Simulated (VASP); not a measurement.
# GaCo (P4/mmm) in VASP: a series of runs, part 2 of 2

VASP 6.6.1. Earlier steps stand in the parts before.

### 5 Single point, PBEsol (strain +0.080 along x and y, -0.040 along z)

INCAR reads:

```
SYSTEM = GaCo
PREC = Accurate
ENCUT = 520
EDIFF = 1E-7
ISMEAR = 0
SIGMA = 0.15
LREAL = .FALSE.
LASPH = .TRUE.
NELM = 60
ALGO = Fast
ISIF = 2
LWAVE = .FALSE.
LCHARG = .FALSE.
GGA = PS
NBANDS = 18
```

KPOINTS reads:

```
Automatic mesh
0
G
  16 16 16
  0 0 0
```

POSCAR reads:

```
GaCo
1.0
    3.1137480000      0.0000000000      0.0000000000
    0.0000000000      3.1137480000      0.0000000000
    0.0000000000      0.0000000000      2.7677760000
Ga Co
1 1
Direct
    0.5000000000      0.5000000000      0.5000000000
    0.0000000000      0.0000000000      0.0000000000
```

Potentials or basis: VASP PAW PBE potentials, release 64 (Ga_d, Co).

On the command line:

```bash
$ cat potpaw_PBE.64/Ga_d/POTCAR potpaw_PBE.64/Co/POTCAR > POTCAR
$ mpirun -np 1 vasp_std > vasp.out
```

OUTCAR:

```text
SYSTEM = GaCo
   PREC = Accurate
   ENCUT = 520
   EDIFF = 1E-7
   ISMEAR = 0
   LREAL = .FALSE.
   LASPH = .TRUE.
   NELM = 60
   ISIF = 2
   GGA = PS

 ion  position               nearest neighbor table
   1  0.500  0.500  0.500-   2 2.60   2 2.60   2 2.60   2 2.60   2 2.60   2 2.60   2 2.60   2 2.60

   2  0.000  0.000  0.000-   1 2.60   1 2.60   1 2.60   1 2.60   1 2.60   1 2.60   1 2.60   1 2.60

  LATTYP: Found a simple tetragonal cell.
 ALAT       =     3.1137480000
 C/A-ratio  =     0.8888888889

  Lattice vectors:

 A1 = (   3.1137480000,   0.0000000000,   0.0000000000)
 A2 = (   0.0000000000,   3.1137480000,   0.0000000000)
 A3 = (   0.0000000000,   0.0000000000,   2.7677760000)

Analysis of symmetry for initial positions (statically):
=====================================================================
 Subroutine PRICEL returns:
 Original cell was already a primitive cell.

 Routine SETGRP: Setting up the symmetry group for a
 simple tetragonal supercell.

 Subroutine GETGRP returns: Found 16 space group operations
 (whereof 16 operations were pure point group operations)
 out of a pool of 16 trial point group operations.

The static configuration has the point symmetry D_4h.

Analysis of symmetry for dynamics (positions and initial velocities):
=====================================================================
[... 157 lines left out ...]

  energy without entropy =      -11.39261227  energy(sigma->0) =      -11.40316795

 E-fermi :   7.9750     XC(G=0): -12.6698

 val. band max:        7.9722143683   @ k =   0.5000   0.0625   0.3125
 cond. band min:       7.9753324860   @ k =   0.5000   0.3125   0.1250
 fundamental gap:      0.0031181177
 Fermi energy:         7.9749793932

 k-point     1 :       0.0000    0.0000    0.0000
  band No.  band energies     occupation
      1      -6.9262      2.00000
      2      -6.7914      2.00000
      3      -6.6127      2.00000
      4      -6.5670      2.00000
      5      -6.5670      2.00000
      6      -3.0678      2.00000
[... 481 lines left out ...]
      5      -6.5658      2.00000
      6       0.3100      2.00000
[... 10 lines left out ...]
     17      22.6182      0.00000
     18      22.7395      0.00000

 [... further k-points ...]
[... 5 lines left out ...]
  --------------------------------------------------------------------------------------
  -------------------------------------------------------------------------------------
  Total       -4.0679297     -4.0679297     -2.2911240      0.0000000      0.0000000      0.0000000
  in kB     -242.8768721   -242.8768721   -136.7921927      0.0000000      0.0000000      0.0000000
  external PRESSURE =    -207.5153123 kB  Pullay stress =       0.0000000 kB

 VOLUME and BASIS-vectors are now :
 -----------------------------------------------------------------------------
  energy-cutoff  :      520.00
  volume of cell :       26.83
      direct lattice vectors                 reciprocal lattice vectors
     3.113748000  0.000000000  0.000000000     0.321156368  0.000000000  0.000000000
     0.000000000  3.113748000  0.000000000     0.000000000  0.321156368  0.000000000
     0.000000000  0.000000000  2.767776000     0.000000000  0.000000000  0.361300915

 POSITION                                       TOTAL-FORCE (eV/Angst)
 -----------------------------------------------------------------------------------
      1.55687      1.55687      1.38389         0.000000      0.000000      0.000000
      0.00000      0.00000      0.00000         0.000000      0.000000      0.000000
 -----------------------------------------------------------------------------------
    total drift:                                0.000000     -0.000000     -0.000000

  FREE ENERGIE OF THE ION-ELECTRON SYSTEM (eV)
  ---------------------------------------------------
  free  energy   TOTEN  =       -11.4137236202 eV

  energy  without entropy=      -11.3926122747  energy(sigma->0) =      -11.40316795
```

stdout:

```text
POSCAR found type information on POSCAR GaCo
 POSCAR found :  2 types and       2 ions
 scaLAPACK will be used
 -----------------------------------------------------------------------------
|                                                                             |
|                                                                             |
|     You enforced a specific xc type in the INCAR file but a different       |
|     I HOPE YOU KNOW WHAT YOU ARE DOING!                                     |
|                                                                             |
 -----------------------------------------------------------------------------

 LDA part: xc-table for (Slater+PW92), standard interpolation
 POSCAR, INCAR and KPOINTS ok, starting setup
 FFT: planning ... GRIDC
 FFT: planning ... GRID_SOFT
 FFT: planning ... GRID
 WAVECAR not read
 entering main loop
 num prob RMM:  18    -0.114137236202E+02   -0.94051E-07   -0.92294E-07 17542   0.584E-03
```

It took 2.9 min on 1 thread of AMD EPYC 7R13 (Zen 3), shared host; peak memory 0.28 GiB.

Results:

```yaml
Free_energy: -11.4137 eV
Pressure: -20.8 GPa
Band_gap_on_the_k_mesh: zero (bands 11 and 12 overlap by 1.35 eV)
```

Caveat: the cell differs from its parent crystal (strain +0.080 along x and y, -0.040 along z); the cell stands under tension; the PAW data sets were made with another functional, which shifts forces and pressure a little; the run has no spin polarisation, though such a crystal can be magnetic.

### 6 The runs side by side

```csv
cell,further INCAR settings,gap on the mesh (eV),pressure (GPa)
"a = 2.768, b = 2.768, c = 3.114 Å, 2 atoms",ALGO = Fast; EDIFF = 1e-06; NBANDS = 18,none,-6.8
"a = 2.998, b = 2.998, c = 2.652 Å, 2 atoms",ALGO = Fast; EDIFF = 1e-06; NBANDS = 18,none,-5.8
"a = 3.114, b = 3.114, c = 2.652 Å, 2 atoms",ALGO = Fast; EDIFF = 1e-06; NBANDS = 18,none,-15.5
"a = 3.114, b = 3.114, c = 2.768 Å, 2 atoms",ALGO = Fast; EDIFF = 1e-07; NBANDS = 18,none,-20.8
```

Alike in all rows: task single point; level PBEsol; potentials or basis VASP PAW PBE potentials, release 64 (Ga_d, Co); no spin polarisation; k mesh 16 × 16 × 16; cutoff (eV) 520; smearing gaussian 0.15 eV.

Caveats: the cell stands under tension; the PAW data sets were made with another functional, which shifts forces and pressure a little; the run has no spin polarisation, though such a crystal can be magnetic.

Total energies depend on the potentials used, so only differences within one code and one set of settings carry meaning.
